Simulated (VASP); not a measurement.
# HgTe (Fm-3m) in VASP: a series of runs

HgTe is run at these levels: LDA, PBEsol, PBE; tasks: single point.

All numbers are computed with VASP 6.6.1; they aren't measurements. Logs are shortened: lines on timing, memory, paths and dates and some standing lists are left out, and cuts for length are marked.

**1. The cell of the first run**

It takes space group Fm-3m (No. 225, cubic). The conventional cell has a = 5.941 Å, b = 5.941 Å, c = 5.941 Å, α = 90.00°, β = 90.00°, γ = 90.00°. Hg (site symmetry m-3m) has 6 Te at 2.97 Å within 3.9 Å. Within 3.9 Å of Te (site symmetry m-3m) lie 6 Hg at 2.97 Å.

**2. Single point, LDA**

Contents of INCAR:

```
SYSTEM = HgTe
ALGO = Normal
EDIFF = 1E-7
ENCUT = 520
ISIF = 2
ISMEAR = -1
LASPH = .TRUE.
LCHARG = .FALSE.
LREAL = .FALSE.
LWAVE = .FALSE.
NBANDS = 16
NELM = 100
PREC = Accurate
SIGMA = 0.05
```

Contents of KPOINTS:

```
k-points
0
G
  7 7 7
  0 0 0
```

Contents of POSCAR:

```
HgTe
1.0
    0.0000000000      2.9703213862      2.9703213862
    2.9703213862      0.0000000000      2.9703213862
    2.9703213862      2.9703213862      0.0000000000
Hg Te
1 1
Direct
    0.0000000000      0.0000000000      0.0000000000
    0.5000000000      0.5000000000      0.5000000000
```

Potentials or basis: VASP PAW LDA potentials, release 64 (Hg, Te).

On the command line:

```bash
$ cat potpaw_LDA.64/Hg/POTCAR potpaw_LDA.64/Te/POTCAR > POTCAR
$ mpirun -np 1 vasp_std > vasp.out
```

OUTCAR:

```text
SYSTEM = HgTe
   EDIFF = 1E-7
   ENCUT = 520
   ISIF = 2
   ISMEAR = -1
   LASPH = .TRUE.
   LREAL = .FALSE.
   NELM = 100
   PREC = Accurate

 ion  position               nearest neighbor table
   1  0.000  0.000  0.000-   2 2.97   2 2.97   2 2.97   2 2.97   2 2.97   2 2.97
   2  0.500  0.500  0.500-   1 2.97   1 2.97   1 2.97   1 2.97   1 2.97   1 2.97

  LATTYP: Found a face centered cubic cell.
 ALAT       =     5.9406427724

  Lattice vectors:

 A1 = (   0.0000000000,   2.9703213862,   2.9703213862)
 A2 = (   2.9703213862,   0.0000000000,   2.9703213862)
 A3 = (   2.9703213862,   2.9703213862,   0.0000000000)

Analysis of symmetry for initial positions (statically):
=====================================================================
 Subroutine PRICEL returns:
 Original cell was already a primitive cell.

 Routine SETGRP: Setting up the symmetry group for a
 face centered cubic supercell.

 Subroutine GETGRP returns: Found 48 space group operations
 (whereof 48 operations were pure point group operations)
 out of a pool of 48 trial point group operations.

The static configuration has the point symmetry O_h .

Analysis of symmetry for dynamics (positions and initial velocities):
=====================================================================
 Subroutine PRICEL returns:
 Original cell was already a primitive cell.

 Routine SETGRP: Setting up the symmetry group for a
 face centered cubic supercell.

 Subroutine GETGRP returns: Found 48 space group operations
 (whereof 48 operations were pure point group operations)
 out of a pool of 48 trial point group operations.

The dynamic configuration has the point symmetry O_h .

 Subroutine INISYM returns: Found 48 space group operations
 (whereof 48 operations are pure point group operations),
 and found     1 'primitive' translations

----------------------------------------------------------------------------------------

                                     Primitive cell

  volume of cell :      52.4132

  direct lattice vectors                    reciprocal lattice vectors
     0.000000000  2.970321386  2.970321386    -0.168331953  0.168331953  0.168331953
     2.970321386  0.000000000  2.970321386     0.168331953 -0.168331953  0.168331953
     2.970321386  2.970321386  0.000000000     0.168331953  0.168331953 -0.168331953

  length of vectors
     4.200668789  4.200668789  4.200668789     0.291559495  0.291559495  0.291559495

  position of ions in fractional coordinates (direct lattice)
[... 72 lines left out ...]
   ENCUT  =  520.0 eV  38.22 Ry    6.18 a.u.   7.81  7.81  7.81*2*pi/ulx,y,z
   NELM   =    100;   NELMIN=  2; NELMDL= -5     # of ELM steps
   EDIFF  = 0.1E-06   stopping-criterion for ELM
   LREAL  =      F    real-space projection
   EDIFFG = 0.1E-05   stopping-criterion for IOM
   NSW    =      0    number of steps for IOM
   IBRION =     -1    ionic relax: 0-MD 1-quasi-New 2-CG
   NFREE  =      0    steps in history (QN), initial steepest desc. (CG)
   ISIF   =      2    stress and relaxation
   ISYM   =      2    0-nonsym 1-usesym 2-fastsym
   POTIM  = 0.5000    time-step for ionic-motion
   TEBEG  =    0.0;   TEEND  =   0.0 temperature during run
   PSTRESS=    0.0 pullay stress
   NELECT =      18.0000    total number of electrons
   NUPDOWN=      -1.0000    fix difference up-down
   EMIN   =  10.00;   EMAX   =-10.00  energy-range for DOS
   EFERMI =   0.00;   METHOD = LEGACY
   ISMEAR =    -1;   SIGMA  =   0.05  broadening in eV -4-tet -1-fermi 0-gaus
   EFERMI_NEDOS =   21; number of points for ismear=-14 and -15
   IALGO  =     38    algorithm
   IMIX   =      4    mixing-type and parameters
     AMIX     =   0.40;   BMIX     =  1.00
     AMIX_MAG =   1.60;   BMIX_MAG =  1.00
  volume/ion in A,a.u.               =      26.21       176.85
  Fermi-wavevector in a.u.,A,eV,Ry     =   1.146442  2.166462 17.882547  1.314330
  Thomas-Fermi vector in A             =   2.283127
   LORBIT       =      0    0 simple, 1 ext, 2 COOP (PROOUT), +10 PAW based schemes
   GGA     = CA    functional components
   LHFCALC =     F    Hartree Fock is set to
   AEXX    =    0.0000 exact exchange contribution
   IVDW    =     0    specifies the selected vdW correction
   LEPSILON=     F    determine dielectric tensor
   LRPA    =     F    only Hartree local field effects (RPA)
 non-spin polarized calculation
  energy-cutoff  :      520.00
  volume of cell :       52.41
 maximum number of plane-waves:      1420
   NGX = 15   NGY = 15   NGZ = 15

 number of electron      17.9999998 magnetization

 Free energy of the ion-electron system (eV)
  ---------------------------------------------------
  ext. energy  EPLUGINS =         0.00000000
  ---------------------------------------------------
  free energy    TOTEN  =        -4.93329840 eV

  energy without entropy =       -4.92756338  energy(sigma->0) =       -4.93043089

 E-fermi :   5.2061     XC(G=0): -10.5132

 val. band max:        5.1908163819   @ k =   0.2857   0.2857   0.0000
 cond. band min:       5.2066818934   @ k =  -0.1429   0.1429   0.0000
 fundamental gap:      0.0158655115
 Fermi energy:         5.2061462357

 k-point     1 :       0.0000    0.0000    0.0000
  band No.  band energies     occupation
      1      -7.5051      2.00000
      2      -1.8735      2.00000
      3      -1.8735      2.00000
      4      -1.8066      2.00000
      5      -1.8066      2.00000
      6      -1.8066      2.00000
[... 357 lines left out ...]
      3      -1.9167      2.00000
      4      -1.7996      2.00000
      5      -1.5247      2.00000
      6      -1.0920      2.00000
[... 8 lines left out ...]
     15      15.8755      0.00000
     16      18.2249      0.00000

------------------------ aborting loop because EDIFF is reached ----------------------------------------

  FORCE on cell =-STRESS in cart. coord.  units (eV):
  Direction    XX          YY          ZZ          XY          YZ          ZX
  --------------------------------------------------------------------------------------
  -------------------------------------------------------------------------------------
  Total        0.1337225      0.1337225      0.1337225     -0.0000000     -0.0000000     -0.0000000
  in kB        4.0876595      4.0876595      4.0876595     -0.0000000     -0.0000000     -0.0000000
  external PRESSURE =       4.0876595 kB  Pullay stress =       0.0000000 kB

 VOLUME and BASIS-vectors are now :
 -----------------------------------------------------------------------------
  energy-cutoff  :      520.00
  volume of cell :       52.41
      direct lattice vectors                 reciprocal lattice vectors
     0.000000000  2.970321386  2.970321386    -0.168331953  0.168331953  0.168331953
     2.970321386  0.000000000  2.970321386     0.168331953 -0.168331953  0.168331953
     2.970321386  2.970321386  0.000000000     0.168331953  0.168331953 -0.168331953

 POSITION                                       TOTAL-FORCE (eV/Angst)
 -----------------------------------------------------------------------------------
      0.00000      0.00000      0.00000         0.000000      0.000000     -0.000000
      2.97032      2.97032      2.97032        -0.000000     -0.000000      0.000000
 -----------------------------------------------------------------------------------
    total drift:                                0.000000     -0.000000     -0.000000

  FREE ENERGIE OF THE ION-ELECTRON SYSTEM (eV)
  ---------------------------------------------------
  free  energy   TOTEN  =        -4.9332984011 eV

  energy  without entropy=       -4.9275633807  energy(sigma->0) =       -4.93043089
```

OSZICAR:

```text
N       E                     dE             d eps       ncg     rms          rms(c)
DAV:   1     0.104866044119E+03    0.10487E+03   -0.85278E+03   648   0.101E+03
DAV:   2    -0.171501801480E+01   -0.10658E+03   -0.98995E+02   720   0.233E+02
DAV:   3    -0.513287451513E+01   -0.34179E+01   -0.34068E+01   808   0.434E+01
DAV:   4    -0.515558879335E+01   -0.22714E-01   -0.22712E-01   792   0.343E+00
DAV:   5    -0.515596823088E+01   -0.37944E-03   -0.37944E-03   832   0.411E-01    0.866E+00
DAV:   6    -0.494531153398E+01    0.21066E+00   -0.42435E-01   752   0.880E+00    0.659E+00
DAV:   7    -0.493581389953E+01    0.94976E-02   -0.67001E-02   768   0.182E+00    0.224E+00
DAV:   8    -0.493357275354E+01    0.22411E-02   -0.67362E-03   728   0.970E-01    0.502E-01
DAV:   9    -0.493329694518E+01    0.27581E-03   -0.46574E-04   840   0.237E-01    0.579E-02
DAV:  10    -0.493329773567E+01   -0.79049E-06   -0.39779E-05   744   0.565E-02    0.354E-02
DAV:  11    -0.493329860379E+01   -0.86812E-06   -0.37786E-06   824   0.123E-02    0.962E-03
DAV:  12    -0.493329839557E+01    0.20822E-06   -0.58123E-07   752   0.501E-03    0.480E-03
DAV:  13    -0.493329840110E+01   -0.55275E-08   -0.46697E-08   440   0.170E-03
   1 F= -.49332984E+01 E0= -.49304309E+01  d E =-.573502E-02
```

stdout:

```text
POSCAR found type information on POSCAR HgTe
 POSCAR found :  2 types and       2 ions
 scaLAPACK will be used
 LDA part: xc-table for (Slater(with rela. corr.)+CA(PZ))
 , standard interpolation
 POSCAR, INCAR and KPOINTS ok, starting setup
 FFT: planning ... GRIDC
 FFT: planning ... GRID_SOFT
 FFT: planning ... GRID
 WAVECAR not read
 entering main loop
```

It took 7.7 s on 1 thread of AMD EPYC 9R45 (Zen 5), shared host; peak memory 0.13 GiB.

Results:

```
Free energy            : -4.9333 eV
Pressure               : 0.4 GPa
Band gap on the k mesh : zero (band 9 reaches 5.50 eV, above the bottom of band 10 at 2.65 eV)
```

Caveat: spin-orbit coupling is left out, which moves the levels of the heavy elements.

**3. Single point, PBEsol**

This run uses another cell than the first one, of 27.03 Å³/atom, 1.031 times its volume.

Contents of INCAR:

```
ALGO = Normal
EDIFF = 1E-7
ENCUT = 520
GGA = PS
ISIF = 2
ISMEAR = -1
LASPH = True
LCHARG = False
LREAL = False
LWAVE = False
NBANDS = 16
NELM = 80
PREC = Accurate
SIGMA = 0.05
```

Contents of KPOINTS:

```
k-points
0
Gamma
  7 7 7
```

Contents of POSCAR:

```
HgTe
1.0
    0.0000000000      3.0011703143      3.0011703143
    3.0011703143      0.0000000000      3.0011703143
    3.0011703143      3.0011703143      0.0000000000
Hg Te
1 1
Direct
    0.0000000000      0.0000000000      0.0000000000
    0.5000000000      0.5000000000      0.5000000000
```

Potentials or basis: VASP PAW PBE potentials, release 64 (Hg, Te).

On the command line:

```bash
$ cat potpaw_PBE.64/Hg/POTCAR potpaw_PBE.64/Te/POTCAR > POTCAR
$ mpirun -np 1 vasp_std > vasp.out
```

Wall time 8.8 s (1 thread of AMD EPYC 9R45 (Zen 5), shared host); peak memory 0.15 GiB.

Results (log left out):

- Free energy: -4.2256 eV
- Pressure: 0.2 GPa
- Band gap on the k mesh: zero (band 9 reaches 5.11 eV, above the bottom of band 10 at 2.40 eV)

Levels at points of the mesh, in eV from the Fermi level:
```csv
k point,band 6,band 7,band 8,band 9,band 10,band 11,band 12,band 13
"(0.00, 0.00, 0.00)",-6.86,-0.88,-0.83,-0.83,-0.83,7.57,7.57,7.57
```

Caveat: the PAW data sets were made with another functional, which shifts forces and pressure a little; spin-orbit coupling is left out, which moves the levels of the heavy elements.

(Part 1 of 2 ends here.)
